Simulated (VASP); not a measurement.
Input of a VASP 6.6.1 run:

File INCAR:

```
  PREC = Accurate
  ENCUT = 520
  EDIFF = 1E-6
  ISMEAR = 0
  SIGMA = 0.01
  LREAL = Auto
  LASPH = T
  NELM = 80
  ALGO = Normal
  ISIF = 2
  LWAVE = F
  LCHARG = F
  GGA = PE
  NBANDS = 126
```

File KPOINTS:

```
regular mesh
0
Gamma
  3 3 3
```

POSCAR

```
SiC
1.0
    3.0919365161      5.3553911397      5.0742922929
   -6.1838730322      0.0000000000      5.0742922929
    3.0919365161     -5.3553911397      5.0742922929
Si C
24 24
Direct
    0.3331939024      0.6665272357      0.4998605691
    0.6665272357      0.9998605691      0.8331939024
    0.4998605691      0.8331939024      0.1665272357
    0.4998605691      0.3331939024      0.6665272357
    0.3331939024      0.1665272357      0.9998605691
    0.6665272357      0.4998605691      0.3331939024
    0.9998605691      0.8331939024      0.6665272357
    0.8331939024      0.6665272357      0.9998605691
    0.1665272357      0.9998605691      0.3331939024
    0.8331939024      0.1665272357      0.4998605691
    0.1665272357      0.4998605691      0.8331939024
    0.9998605691      0.3331939024      0.1665272357
    0.4998605691      0.6665272357      0.8331939024
    0.8331939024      0.9998605691      0.1665272357
    0.6665272357      0.8331939024      0.4998605691
    0.6665272357      0.3331939024      0.9998605691
    0.4998605691      0.1665272357      0.3331939024
    0.8331939024      0.4998605691      0.6665272357
    0.1665272357      0.8331939024      0.9998605691
    0.9998605691      0.6665272357      0.3331939024
    0.3331939024      0.9998605691      0.6665272357
    0.9998605691      0.1665272357      0.8331939024
    0.3331939024      0.4998605691      0.1665272357
    0.1665272357      0.3331939024      0.4998605691
    0.4584727643      0.7918060976      0.6251394309
    0.7918060976      0.1251394309      0.9584727643
    0.6251394309      0.9584727643      0.2918060976
    0.6251394309      0.4584727643      0.7918060976
    0.4584727643      0.2918060976      0.1251394309
    0.7918060976      0.6251394309      0.4584727643
    0.1251394309      0.9584727643      0.7918060976
    0.9584727643      0.7918060976      0.1251394309
    0.2918060976      0.1251394309      0.4584727643
    0.9584727643      0.2918060976      0.6251394309
    0.2918060976      0.6251394309      0.9584727643
    0.1251394309      0.4584727643      0.2918060976
    0.2918060976      0.4584727643      0.6251394309
    0.6251394309      0.7918060976      0.9584727643
    0.4584727643      0.6251394309      0.2918060976
    0.4584727643      0.1251394309      0.7918060976
    0.2918060976      0.9584727643      0.1251394309
    0.6251394309      0.2918060976      0.4584727643
    0.9584727643      0.6251394309      0.7918060976
    0.7918060976      0.4584727643      0.1251394309
    0.1251394309      0.7918060976      0.4584727643
    0.7918060976      0.9584727643      0.6251394309
    0.1251394309      0.2918060976      0.9584727643
    0.9584727643      0.1251394309      0.2918060976
```

Potentials or basis: VASP PAW PBE potentials, release 64 (Si, C).

Run with:

```bash
$ cat potpaw_PBE.64/Si/POTCAR potpaw_PBE.64/C/POTCAR > POTCAR
$ mpirun -np 1 vasp_std > vasp.out
```

Predict the pressure.

0.0 GPa.

What does it give for the largest force?

0.004 eV/Å.

What does it give for the band gap on the k mesh?

2.30 eV.

Forces on the atoms (eV/Å):
```
Si   0.000  0.000  0.004
Si   0.000  0.000  0.004
Si   0.000  0.000  0.004
Si   0.000  0.000  0.004
Si   0.000  0.000  0.004
Si   0.000  0.000  0.004
Si   0.000  0.000  0.004
Si   0.000  0.000  0.004
Si   0.000  0.000  0.004
Si   0.000  0.000  0.004
Si   0.000  0.000  0.004
Si   0.000  0.000  0.004
Si   0.000  0.000  0.004
Si   0.000  0.000  0.004
Si   0.000  0.000  0.004
Si   0.000  0.000  0.004
Si   0.000  0.000  0.004
Si   0.000  0.000  0.004
Si   0.000  0.000  0.004
Si   0.000  0.000  0.004
Si   0.000  0.000  0.004
Si   0.000  0.000  0.004
Si   0.000  0.000  0.004
Si   0.000  0.000  0.004
C    0.000  0.000 -0.004
C    0.000  0.000 -0.004
C    0.000  0.000 -0.004
C    0.000  0.000 -0.004
C    0.000  0.000 -0.004
C    0.000  0.000 -0.004
C    0.000  0.000 -0.004
C    0.000  0.000 -0.004
C    0.000  0.000 -0.004
C    0.000  0.000 -0.004
C    0.000  0.000 -0.004
C    0.000  0.000 -0.004
C    0.000  0.000 -0.004
C    0.000  0.000 -0.004
C    0.000  0.000 -0.004
C    0.000  0.000 -0.004
C    0.000  0.000 -0.004
C    0.000  0.000 -0.004
C    0.000  0.000 -0.004
C    0.000  0.000 -0.004
C    0.000  0.000 -0.004
C    0.000  0.000 -0.004
C    0.000  0.000 -0.004
C    0.000  0.000 -0.004
```

A k mesh can miss the band edges.
